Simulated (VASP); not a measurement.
Write the native input for VASP 6.6.1 that does the following.

| Item | Value |
| --- | --- |
| Task | single point |
| Functional | PBE |
| Potentials or basis | VASP PAW PBE potentials, release 64 (Rh_pv) |
| Cutoff | 520 eV |
| k mesh | 18 × 18 × 18 |
| Occupations | gaussian, width 0.1 eV |
| Spin | no spin polarisation |
| Dipole correction | no |
| Further INCAR settings | ALGO = Fast; EDIFF = 1e-06; NBANDS = 14 |

The structure of Rh lies in POSCAR:

```
Rh
1.0
    0.0000000000      1.9149697011      1.9149697011
    1.9149697011      0.0000000000      1.9149697011
    1.9149697011      1.9149697011      0.0000000000
Rh
1
Direct
    0.0000000000      0.0000000000      0.0000000000
```

One way to write it, as run:

INCAR

```
PREC = Accurate
ENCUT = 520
EDIFF = 1E-6
ISMEAR = 0
SIGMA = 0.1
LREAL = False
LASPH = True
NELM = 100
ALGO = Fast
ISIF = 2
LWAVE = False
LCHARG = False
GGA = PE
NBANDS = 14
```

KPOINTS

```
regular mesh
0
Gamma
  18 18 18
```

Potentials or basis: VASP PAW PBE potentials, release 64 (Rh_pv).

Command:

```bash
$ cat potpaw_PBE.64/Rh_pv/POTCAR > POTCAR
$ mpirun -np 1 vasp_std > vasp.out
```

Results of the run:

| Item | Value |
| --- | --- |
| Pressure | 0.0 GPa |

It took 18 s on 1 thread of Intel(R) Xeon(R) Platinum 8488C (Sapphire Rapids) (shared host), peak memory 0.15 GiB.
